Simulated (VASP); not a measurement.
A run of VASP 6.6.1:

Contents of INCAR:

```
SYSTEM = SnO
PREC = Accurate ; ENCUT = 520
EDIFF = 1E-7 ; ISMEAR = 1
SIGMA = 0.02 ; LREAL = .False.
LASPH = .True. ; NELM = 60
ALGO = Normal ; ISIF = 2
LWAVE = .False. ; LCHARG = .False.
NBANDS = 50
```

The input KPOINTS:

```
regular mesh
0
Gamma
  6 6 2
  0 0 0
```

POSCAR

```
SnO
1.0
    2.6379449356     -2.6388027538      0.0000000000
    2.6379449356      2.6388027538      0.0000000000
    0.0000000000      0.0000000000      9.8523399068
Sn O
4 4
Direct
    0.7500201117      0.2499798883      0.8683769783
    0.2499798883      0.7500201117      0.1316230217
    0.7499798883      0.2500201117      0.3683769783
    0.2500201117      0.7499798883      0.6316230217
    0.2499700505      0.2500299495      0.2500000000
    0.7500299495      0.7499700505      0.7500000000
    0.2500299495      0.2499700505      0.7500000000
    0.7499700505      0.7500299495      0.2500000000
```

Potentials or basis: VASP PAW LDA potentials, release 64 (Sn_d, O).

The run is started by

```bash
$ cat potpaw_LDA.64/Sn_d/POTCAR potpaw_LDA.64/O/POTCAR > POTCAR
$ mpirun -np 1 vasp_std > vasp.out
```

Hardware: 1 thread of Intel(R) Xeon(R) Platinum 8259CL CPU @ 2.50GHz (Skylake/Cascade Lake) (shared host).

How long does it take, and how much memory?

Run time: 3.1 min on 1 thread of Intel(R) Xeon(R) Platinum 8259CL CPU @ 2.50GHz (Skylake/Cascade Lake) (shared host), peak memory 0.27 GiB. Counts: scf iterations 18, k points 26.
